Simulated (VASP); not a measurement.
# BaZnPF (P4/nmm) in VASP: settings compared

The runs below take BaZnPF through single point, with LDA, PBEsol, PBE.

Program: VASP 6.6.1. These are calculated values, not measurements. Logs are shortened: lines on timing, memory, paths and dates and some standing lists are left out, and cuts for length are marked.

## (1) The cell of the first run

It takes space group P4/nmm (No. 129, tetragonal). The conventional cell has a = 4.050 Å, b = 4.050 Å, c = 9.227 Å, α = 90.00°, β = 90.00°, γ = 90.00°. Ba (site symmetry 4mm) has 4 F at 2.56 Å and 4 P at 3.31 Å within 3.4 Å. Zn (site symmetry -4m2) has 4 P at 2.46 Å and 4 Zn at 2.86 Å within 3.2 Å. P (site symmetry 4mm) has 4 Zn at 2.46 Å and 4 Ba at 3.31 Å within 3.4 Å. Within 3.4 Å of F (site symmetry -4m2) lie 4 Ba at 2.56 Å and 4 F at 2.86 Å.

## (2) Single point, LDA

Contents of INCAR:

```
SYSTEM = BaZnPF
  PREC = Accurate
  ENCUT = 520
  EDIFF = 1E-6
  ISMEAR = -1
  SIGMA = 0.02
  LREAL = .FALSE.
  LASPH = .TRUE.
  NELM = 60
  ALGO = Normal
  ISIF = 2
  LWAVE = .FALSE.
  LCHARG = .FALSE.
  GGA = CA
  NBANDS = 44
```

Contents of KPOINTS:

```
Automatic mesh
0
G
  6 6 4
  0 0 0
```

Contents of POSCAR:

```
BaZnPF
1.0
    4.0502301087      0.0000000000      0.0000000000
    0.0000000000      4.0502301087      0.0000000000
    0.0000000000      0.0000000000      9.2265894217
Ba Zn P F
2 2 2 2
Direct
    0.5000000000      0.0000000000      0.3302253452
    0.0000000000      0.5000000000      0.6697746548
    0.5000000000      0.5000000000      0.0000000000
    0.0000000000      0.0000000000      0.0000000000
    0.0000000000      0.5000000000      0.1504882293
    0.5000000000      0.0000000000      0.8495117707
    0.5000000000      0.5000000000      0.5000000000
    0.0000000000      0.0000000000      0.5000000000
```

Potentials or basis: VASP PAW LDA potentials, release 64 (Ba_sv, Zn, P, F).

The run is started by

```bash
$ cat potpaw_LDA.64/Ba_sv/POTCAR potpaw_LDA.64/Zn/POTCAR potpaw_LDA.64/P/POTCAR potpaw_LDA.64/F/POTCAR > POTCAR
$ mpirun -np 1 vasp_std > vasp.out
```

OUTCAR:

```text
SYSTEM = BaZnPF
   PREC = Accurate
   ENCUT = 520
   EDIFF = 1E-6
   ISMEAR = -1
   LREAL = .FALSE.
   LASPH = .TRUE.
   NELM = 60
   ISIF = 2
   GGA = CA

 ion  position               nearest neighbor table
   1  0.500  0.000  0.330-   7 2.56   8 2.56   7 2.56   8 2.56   5 3.31   5 3.31   5 3.31   5 3.31
                             4 3.66   3 3.66   4 3.66   3 3.66   2 4.24   2 4.24   2 4.24   2 4.24
   2  0.000  0.500  0.670-   7 2.56   8 2.56   8 2.56   7 2.56   6 3.31   6 3.31   6 3.31   6 3.31
                             3 3.66   4 3.66   4 3.66   3 3.66   1 4.24   1 4.24   1 4.24   1 4.24
   3  0.500  0.500  0.000-   5 2.46   6 2.46   6 2.46   5 2.46   4 2.86   4 2.86   4 2.86   4 2.86
                             2 3.66   1 3.66   2 3.66   1 3.66
   4  0.000  0.000  0.000-   5 2.46   6 2.46   5 2.46   6 2.46   3 2.86   3 2.86   3 2.86   3 2.86
                             1 3.66   2 3.66   2 3.66   1 3.66
   5  0.000  0.500  0.150-   3 2.46   4 2.46   4 2.46   3 2.46   1 3.31   1 3.31   1 3.31   1 3.31

   6  0.500  0.000  0.850-   3 2.46   4 2.46   3 2.46   4 2.46   2 3.31   2 3.31   2 3.31   2 3.31

   7  0.500  0.500  0.500-   1 2.56   2 2.56   1 2.56   2 2.56
   8  0.000  0.000  0.500-   1 2.56   2 2.56   2 2.56   1 2.56

  LATTYP: Found a simple tetragonal cell.
 ALAT       =     4.0502301087
 C/A-ratio  =     2.2780407962

  Lattice vectors:

 A1 = (   4.0502301087,   0.0000000000,   0.0000000000)
 A2 = (   0.0000000000,   4.0502301087,   0.0000000000)
 A3 = (   0.0000000000,   0.0000000000,   9.2265894217)

Analysis of symmetry for initial positions (statically):
=====================================================================
 Subroutine PRICEL returns:
 Original cell was already a primitive cell.

 Routine SETGRP: Setting up the symmetry group for a
 simple tetragonal supercell.

 Subroutine GETGRP returns: Found 16 space group operations
 (whereof  8 operations were pure point group operations)
 out of a pool of 16 trial point group operations.

The static configuration has the point symmetry D_2d.
 The point group associated with its full space group is D_4h.

Analysis of symmetry for dynamics (positions and initial velocities):
=====================================================================
 Subroutine PRICEL returns:
 Original cell was already a primitive cell.

 Routine SETGRP: Setting up the symmetry group for a
 simple tetragonal supercell.

 Subroutine GETGRP returns: Found 16 space group operations
 (whereof  8 operations were pure point group operations)
 out of a pool of 16 trial point group operations.

The dynamic configuration has the point symmetry D_2d.
 The point group associated with its full space group is D_4h.

 Subroutine INISYM returns: Found 16 space group operations
 (whereof  8 operations are pure point group operations),
 and found     1 'primitive' translations

----------------------------------------------------------------------------------------

                                     Primitive cell

  volume of cell :     151.3563

  direct lattice vectors                    reciprocal lattice vectors
     4.050230109  0.000000000  0.000000000     0.246899552  0.000000000  0.000000000
     0.000000000  4.050230109  0.000000000     0.000000000  0.246899552  0.000000000
     0.000000000  0.000000000  9.226589422     0.000000000  0.000000000  0.108382410

  length of vectors
     4.050230109  4.050230109  9.226589422     0.246899552  0.246899552  0.108382410

  position of ions in fractional coordinates (direct lattice)
     0.500000000  0.000000000  0.330225345
     0.000000000  0.500000000  0.669774655
     0.500000000  0.500000000  0.000000000
     0.000000000  0.000000000  0.000000000
     0.000000000  0.500000000  0.150488229
     0.500000000  0.000000000  0.849511771
     0.500000000  0.500000000  0.500000000
     0.000000000  0.000000000  0.500000000

  ion indices of the primitive-cell ions
   primitive index   ion index
                 1           1
                 2           2
                 3           3
                 4           4
                 5           5
                 6           6
                 7           7
                 8           8

----------------------------------------------------------------------------------------

 KPOINTS: Automatic mesh

Automatic generation of k-mesh.
 Grid dimensions read from file:
 generate k-points for:    6    6    4

 Generating k-lattice:

  Cartesian coordinates                     Fractional coordinates (reciprocal lattice)
     0.041149925  0.000000000  0.000000000     0.166666667  0.000000000  0.000000000
     0.000000000  0.041149925  0.000000000     0.000000000  0.166666667  0.000000000
     0.000000000  0.000000000  0.027095603     0.000000000  0.000000000  0.250000000

  Length of vectors
     0.041149925  0.041149925  0.027095603

  Shift w.r.t. Gamma in fractional coordinates (k-lattice)
[... 37 lines left out ...]
   EDIFF  = 0.1E-05   stopping-criterion for ELM
   LREAL  =      F    real-space projection
   EDIFFG = 0.1E-04   stopping-criterion for IOM
   NSW    =      0    number of steps for IOM
   IBRION =     -1    ionic relax: 0-MD 1-quasi-New 2-CG
   NFREE  =      0    steps in history (QN), initial steepest desc. (CG)
   ISIF   =      2    stress and relaxation
   ISYM   =      2    0-nonsym 1-usesym 2-fastsym
   POTIM  = 0.5000    time-step for ionic-motion
   TEBEG  =    0.0;   TEEND  =   0.0 temperature during run
   PSTRESS=    0.0 pullay stress
   NELECT =      68.0000    total number of electrons
   NUPDOWN=      -1.0000    fix difference up-down
   EMIN   =  10.00;   EMAX   =-10.00  energy-range for DOS
   EFERMI =   0.00;   METHOD = LEGACY
   ISMEAR =    -1;   SIGMA  =   0.02  broadening in eV -4-tet -1-fermi 0-gaus
   EFERMI_NEDOS =   21; number of points for ismear=-14 and -15
   IALGO  =     38    algorithm
   IMIX   =      4    mixing-type and parameters
     AMIX     =   0.40;   BMIX     =  1.00
     AMIX_MAG =   1.60;   BMIX_MAG =  1.00
  volume/ion in A,a.u.               =      18.92       127.68
  Fermi-wavevector in a.u.,A,eV,Ry     =   1.253846  2.369426 21.390132  1.572130
  Thomas-Fermi vector in A             =   2.387680
   LORBIT       =      0    0 simple, 1 ext, 2 COOP (PROOUT), +10 PAW based schemes
   GGA     = CA    functional components
   LHFCALC =     F    Hartree Fock is set to
   AEXX    =    0.0000 exact exchange contribution
   IVDW    =     0    specifies the selected vdW correction
   LEPSILON=     F    determine dielectric tensor
   LRPA    =     F    only Hartree local field effects (RPA)
 non-spin polarized calculation
  energy-cutoff  :      520.00
  volume of cell :      151.36
 maximum number of plane-waves:      4114
   NGX = 15   NGY = 15   NGZ = 35

 number of electron      68.0000017 magnetization

 Free energy of the ion-electron system (eV)
  ---------------------------------------------------
  ext. energy  EPLUGINS =         0.00000000
  ---------------------------------------------------
  free energy    TOTEN  =       -40.27268185 eV

  energy without entropy =      -40.27266946  energy(sigma->0) =      -40.27267565

 E-fermi :   3.7664     XC(G=0): -10.4708

 val. band max:        3.6075266709   @ k =   0.0000   0.0000   0.0000
 cond. band min:       3.8852495514   @ k =   0.0000   0.0000   0.0000
 fundamental gap:      0.2777228805
 Fermi energy:         3.7663865373

 k-point     1 :       0.0000    0.0000    0.0000
  band No.  band energies     occupation
      1     -23.6726      2.00000
      2     -23.3641      2.00000
      3     -19.7849      2.00000
      4     -19.6648      2.00000
      5      -8.9721      2.00000
      6      -8.8760      2.00000
[... 36 lines left out ...]
     43       8.8867      0.00000
     44       9.0064      0.00000

 k-point     2 :       0.1667    0.0000    0.0000
  band No.  band energies     occupation
      1     -23.6264      2.00000
      2     -23.3555      2.00000
      3     -19.8045      2.00000
      4     -19.7060      2.00000
      5      -9.0576      2.00000
      6      -9.0307      2.00000
[... 1026 lines left out ...]
 k-point    24 :       0.5000    0.0000    0.5000
  band No.  band energies     occupation
      1     -23.4055      2.00000
      2     -23.4055      2.00000
      3     -19.8502      2.00000
      4     -19.8502      2.00000
      5      -9.2123      2.00000
      6      -9.2123      2.00000
[... 36 lines left out ...]
     43       9.1192      0.00000
     44       9.1192      0.00000

 [... further k-points ...]

------------------------ aborting loop because EDIFF is reached ----------------------------------------

  FORCE on cell =-STRESS in cart. coord.  units (eV):
  Direction    XX          YY          ZZ          XY          YZ          ZX
  --------------------------------------------------------------------------------------
  -------------------------------------------------------------------------------------
  Total        1.1710640      1.1710640      1.2464104      0.0000000      0.0000000      0.0000000
  in kB       12.3962585     12.3962585     13.1938355      0.0000000      0.0000000      0.0000000
  external PRESSURE =      12.6621175 kB  Pullay stress =       0.0000000 kB

 VOLUME and BASIS-vectors are now :
 -----------------------------------------------------------------------------
  energy-cutoff  :      520.00
  volume of cell :      151.36
      direct lattice vectors                 reciprocal lattice vectors
     4.050230109  0.000000000  0.000000000     0.246899552  0.000000000  0.000000000
     0.000000000  4.050230109  0.000000000     0.000000000  0.246899552  0.000000000
     0.000000000  0.000000000  9.226589422     0.000000000  0.000000000  0.108382410

 POSITION                                       TOTAL-FORCE (eV/Angst)
 -----------------------------------------------------------------------------------
      2.02512      0.00000      3.04685         0.000000      0.000000     -0.194457
      0.00000      2.02512      6.17974        -0.000000      0.000000      0.194457
      2.02512      2.02512      0.00000         0.000000      0.000000      0.000000
      0.00000      0.00000      0.00000         0.000000     -0.000000      0.000000
      0.00000      2.02512      1.38849         0.000000      0.000000     -0.027838
      2.02512      0.00000      7.83810         0.000000      0.000000      0.027838
      2.02512      2.02512      4.61329         0.000000      0.000000      0.000000
      0.00000      0.00000      4.61329         0.000000     -0.000000      0.000000
 -----------------------------------------------------------------------------------
    total drift:                                0.000000      0.000000      0.000000

  FREE ENERGIE OF THE ION-ELECTRON SYSTEM (eV)
  ---------------------------------------------------
  free  energy   TOTEN  =       -40.2726818479 eV

  energy  without entropy=      -40.2726694582  energy(sigma->0) =      -40.27267565
```

Run time: 3 min. Hardware: 1 thread of Intel Xeon Platinum 8259CL at 2.50GHz (Skylake/Cascade Lake), shared host; peak memory 0.32 GiB.

What came out:

- Free energy: -40.2727 eV
- Pressure: 1.3 GPa
- Largest force: 0.194 eV/Å
- Band gap on the k mesh: 0.28 eV

Forces on the atoms (eV/Å):
```
Ba   0.000  0.000 -0.194
Ba   0.000  0.000  0.194
Zn   0.000  0.000  0.000
Zn   0.000  0.000  0.000
P    0.000  0.000 -0.028
P    0.000  0.000  0.028
F    0.000  0.000  0.000
F    0.000  0.000  0.000
```

Stress tensor (GPa, compression positive):
```
1.24 0.00 0.00
0.00 1.24 0.00
0.00 0.00 1.32
```

Levels at points of the mesh, in eV from the valence-band top:
```
           k point  band 32  band 33  band 34  band 35  band 36  band 37
(0.00, 0.00, 0.00)    -0.67     0.00     0.00     0.28     1.50     2.14
(0.50, 0.00, 0.00)    -1.10    -1.04    -1.04     2.04     2.04     2.81
(0.50, 0.50, 0.00)    -2.78    -2.54    -2.54     2.50     2.50     3.21
(0.00, 0.00, 0.50)    -0.97     0.00     0.00     0.44     1.56     1.64
(0.50, 0.00, 0.50)    -1.09    -1.03    -1.03     2.17     2.17     2.78
(0.50, 0.50, 0.50)    -2.67    -2.64    -2.64     2.64     2.64     3.33
```

Caveat: spin-orbit coupling is left out, which moves the levels of the heavy elements.

## (3) Single point, PBEsol

This run uses another cell than the first one, of 19.64 Å³/atom.

Contents of INCAR:

```
SYSTEM = BaZnPF
ALGO     = Normal         ! electronic algorithm
EDIFF    = 1E-6           ! SCF threshold, eV
ENCUT    = 520            ! plane-wave cutoff, eV
GGA      = PS             ! functional
ISIF     = 2              ! what is computed and relaxed
ISMEAR   = -1             ! smearing method
LASPH    = .TRUE.         ! aspherical terms in the spheres
LCHARG   = .TRUE.         ! write CHGCAR
LELF     = .TRUE.         ! ELF
LREAL    = .FALSE.        ! projectors in reciprocal space
LVHAR    = .TRUE.       
LWAVE    = .FALSE.        ! write WAVECAR
NBANDS   = 44             ! bands
NELM     = 100            ! most SCF steps
PREC     = Accurate       ! precision mode
SIGMA    = 0.02           ! smearing width, eV
```

Contents of KPOINTS:

```
k-points
0
G
  6 6 4
  0 0 0
```

Contents of POSCAR:

```
BaZnPF
1.0
    4.1000615534      0.0000000000      0.0000000000
    0.0000000000      4.1000615534      0.0000000000
    0.0000000000      0.0000000000      9.3445026163
Ba Zn P F
2 2 2 2
Direct
    0.5000000000      0.0000000000      0.3301155122
    0.0000000000      0.5000000000      0.6698844878
    0.5000000000      0.5000000000      0.0000000000
    0.0000000000      0.0000000000      0.0000000000
    0.0000000000      0.5000000000      0.1497616478
    0.5000000000      0.0000000000      0.8502383522
    0.5000000000      0.5000000000      0.5000000000
    0.0000000000      0.0000000000      0.5000000000
```

Potentials or basis: VASP PAW PBE potentials, release 64 (Ba_sv, Zn, P, F).

The run is started by

```bash
$ cat potpaw_PBE.64/Ba_sv/POTCAR potpaw_PBE.64/Zn/POTCAR potpaw_PBE.64/P/POTCAR potpaw_PBE.64/F/POTCAR > POTCAR
$ mpirun -np 1 vasp_std > vasp.out
```

It took 3.5 min on 1 thread of Intel Xeon Platinum 8259CL at 2.50GHz (Skylake/Cascade Lake), shared host; peak memory 0.36 GiB.

The run converged. Its results:

- Free energy: -37.9466 eV
- Pressure: 1.0 GPa
- Largest force: 0.159 eV/Å
- Band gap on the k mesh: 0.36 eV

Forces on the atoms (eV/Å):
```
Ba   0.000  0.000 -0.159
Ba   0.000  0.000  0.159
Zn   0.000  0.000  0.000
Zn   0.000  0.000  0.000
P    0.000  0.000 -0.018
P    0.000  0.000  0.018
F    0.000  0.000  0.000
F    0.000  0.000  0.000
```

Stress tensor (GPa, compression positive):
```
0.94 0.00 0.00
0.00 0.94 0.00
0.00 0.00 1.01
```

Levels at points of the mesh, in eV from the valence-band top:
```csv
k point,band 30,band 31,band 32,band 33,band 34,band 35,band 36,band 37,band 38,band 39
"(0.00, 0.00, 0.00)",-2.32,-2.32,-0.61,0.00,0.00,0.36,1.52,2.23,2.52,3.67
"(0.50, 0.00, 0.00)",-4.41,-1.05,-1.05,-0.99,-0.99,2.04,2.04,2.90,2.90,3.85
"(0.50, 0.50, 0.00)",-4.46,-2.65,-2.65,-2.46,-2.46,2.52,2.52,3.20,3.20,5.51
"(0.00, 0.00, 0.50)",-2.32,-2.32,-0.89,0.00,0.00,0.50,1.66,1.68,3.15,3.74
"(0.50, 0.00, 0.50)",-4.29,-1.04,-1.04,-0.97,-0.97,2.15,2.15,2.86,2.86,3.73
"(0.50, 0.50, 0.50)",-4.43,-2.56,-2.56,-2.54,-2.54,2.65,2.65,3.31,3.31,4.88
```

Caveat: the PAW data sets were made with another functional, which shifts forces and pressure a little; spin-orbit coupling is left out, which moves the levels of the heavy elements. A k mesh can miss the band edges.

## (4) Single point, PBE

This run uses another cell than the first one, of 20.72 Å³/atom.

Contents of INCAR:

```
  PREC = Accurate
  ENCUT = 520
  EDIFF = 1E-7
  ISMEAR = -1
  SIGMA = 0.02
  LREAL = F
  LASPH = T
  NELM = 80
  ALGO = Normal
  ISIF = 2
  LWAVE = F
  LCHARG = F
  GGA = PE
  NBANDS = 44
```

Contents of KPOINTS:

```
regular mesh
0
Gamma
  6 6 4
```

Contents of POSCAR:

```
BaZnPF
1.0
    4.1717300888      0.0000000000      0.0000000000
    0.0000000000      4.1717300888      0.0000000000
    0.0000000000      0.0000000000      9.5233514179
Ba Zn P F
2 2 2 2
Direct
    0.5000000000      0.0000000000      0.3309165258
    0.0000000000      0.5000000000      0.6690834742
    0.5000000000      0.5000000000      0.0000000000
    0.0000000000      0.0000000000      0.0000000000
    0.0000000000      0.5000000000      0.1484575178
    0.5000000000      0.0000000000      0.8515424822
    0.5000000000      0.5000000000      0.5000000000
    0.0000000000      0.0000000000      0.5000000000
```

The run is started by

```bash
$ cat potpaw_PBE.64/Ba_sv/POTCAR potpaw_PBE.64/Zn/POTCAR potpaw_PBE.64/P/POTCAR potpaw_PBE.64/F/POTCAR > POTCAR
$ mpirun -np 1 vasp_std > vasp.out
```

It took 3.7 min on 1 thread of Intel Xeon Platinum 8259CL at 2.50GHz (Skylake/Cascade Lake), shared host; peak memory 0.38 GiB.

The run converged. Its results:

```yaml
Free_energy: -35.4022 eV
Pressure: 0.8 GPa
Largest_force: 0.137 eV/Å
Band_gap_on_the_k_mesh: 0.45 eV
```

Forces in eV/Å, atoms in the order of the input:
```
Ba   0.000  0.000 -0.137
Ba   0.000  0.000  0.137
Zn   0.000  0.000  0.000
Zn   0.000  0.000  0.000
P    0.000  0.000 -0.021
P    0.000  0.000  0.021
F    0.000  0.000  0.000
F    0.000  0.000  0.000
```

Levels at points of the mesh, in eV from the valence-band top:
```tsv
k point	band 32	band 33	band 34	band 35	band 36	band 37
(0.00, 0.00, 0.00)	-0.53	0.00	0.00	0.45	1.62	2.36
(0.50, 0.00, 0.00)	-0.98	-0.90	-0.90	2.02	2.02	3.02
(0.50, 0.50, 0.00)	-2.43	-2.32	-2.32	2.55	2.55	3.16
(0.00, 0.00, 0.50)	-0.79	0.00	0.00	0.56	1.76	1.88
(0.50, 0.00, 0.50)	-0.96	-0.89	-0.89	2.12	2.12	2.96
(0.50, 0.50, 0.50)	-2.37	-2.37	-2.37	2.68	2.68	3.24
```

Caveat: spin-orbit coupling is left out, which moves the levels of the heavy elements.

## (5) The runs side by side

```tsv
level	potentials or basis	cell	gap on the mesh (eV)	pressure (GPa)	largest force (eV/Å)
LDA	VASP PAW LDA potentials, release 64 (Ba_sv, Zn, P, F)	a = 4.050, b = 4.050, c = 9.227 Å, 8 atoms, atomic positions A	0.28	1.3	0.19
PBEsol	VASP PAW PBE potentials, release 64 (Ba_sv, Zn, P, F)	a = 4.100, b = 4.100, c = 9.345 Å, 8 atoms, atomic positions A	0.36	1.0	0.16
PBE	VASP PAW PBE potentials, release 64 (Ba_sv, Zn, P, F)	a = 4.172, b = 4.172, c = 9.523 Å, 8 atoms, atomic positions B	0.45	0.8	0.14
```

Alike in all rows: task single point; no spin polarisation; k mesh 6 × 6 × 4; cutoff (eV) 520; smearing fermi-dirac 0.02 eV.

Caveats: spin-orbit coupling is left out, which moves the levels of the heavy elements; the PAW data sets were made with another functional, which shifts forces and pressure a little (at least some runs).

Absolute energies hang on the potentials; compare differences alone.
